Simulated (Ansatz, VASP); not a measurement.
# One calculation of Al, two programs

The input POSCAR:

```
Al
1.0
    0.0000000000      2.0248050000      2.0248050000
    2.0248050000      0.0000000000      2.0248050000
    2.0248050000      2.0248050000      0.0000000000
Al
1
Direct
    0.0000000000      0.0000000000      0.0000000000
```

Contents of INCAR.step1:

```
PREC = Accurate
ENCUT = 520
EDIFF = 1E-5
ISMEAR = -1
SIGMA = 0.1
LREAL = False
LASPH = True
NELM = 100
ALGO = Normal
ISIF = 2
LWAVE = True
LCHARG = False
NBANDS = 8
GGA = PE
```

File INCAR.step2:

```
PREC = Accurate
ENCUT = 520
EDIFF = 1E-7
ISMEAR = -1
SIGMA = 0.1
LREAL = False
LASPH = True
NELM = 100
ALGO = Normal
ISIF = 2
LWAVE = False
LCHARG = False
GGA = PE
LHFCALC = True
HFSCREEN = 0.2079
PRECFOCK = Normal
IVDW = 12
VDW_S6 = 1.0
VDW_S8 = 2.31
VDW_A1 = 0.383
VDW_A2 = 5.685
NBANDS = 8
ISTART = 1
```

The input KPOINTS:

```
Automatic mesh
0
Gamma
  8 8 8
```

File input.yaml:

```yaml
crystal:
  lattice:
    - [0.0, 2.024805, 2.024805]
    - [2.024805, 0.0, 2.024805]
    - [2.024805, 2.024805, 0.0]
  atoms:
    - { symbol: Al, position: [0.0, 0.0, 0.0] }
hamiltonian:
  xc: hse06
  pseudopotentials:
    kind: nc
    accuracy: standard
    azcp: { Al: Al_ONCV_PBE-1.2.nc.azcp }
  dispersion: d3bj
kpoints:
  mp_grid: { grid: [8, 8, 8] }
scf:
  occupations: { method: fermi_dirac, width: 0.1 }
  initial_density: { chi_scale: 0.3 }
output:
  forces: true
  stress: true
  eigenvalues: true
  write_density: true
  write_potential: true
  elf: true
  volumetric_format: npy
```

Alike in both runs: functional HSE06; dispersion D3(BJ); k mesh 8 × 8 × 8; occupations fermi-dirac, width 0.1 eV; no spin polarisation.

```csv
,VASP,Ansatz
version,VASP 6.6.1,Ansatz 0.2.0
potentials or method,"VASP PAW PBE potentials, release 64 (Al)",SG15 NC
plane-wave cutoff (eV),520,816
valence electrons in the cell,3,11
task,single point,electron localisation function
```

Ansatz gave:

* gap on the k mesh at the Fermi level (eV): none
* pressure (GPa): -4.8

**Question.** Which values does VASP return?

**Answer.** gap on the k mesh at the Fermi level (eV): none; pressure (GPa): -5.7.

A gap of «none» marks a metal or a gap that the smearing closes. VASP's potentials hold 3 valence electrons a cell and Ansatz's 11, so a difference there can come from the potentials and not from the codes.

Noted on Ansatz's run: Pulay correction over one GPa.
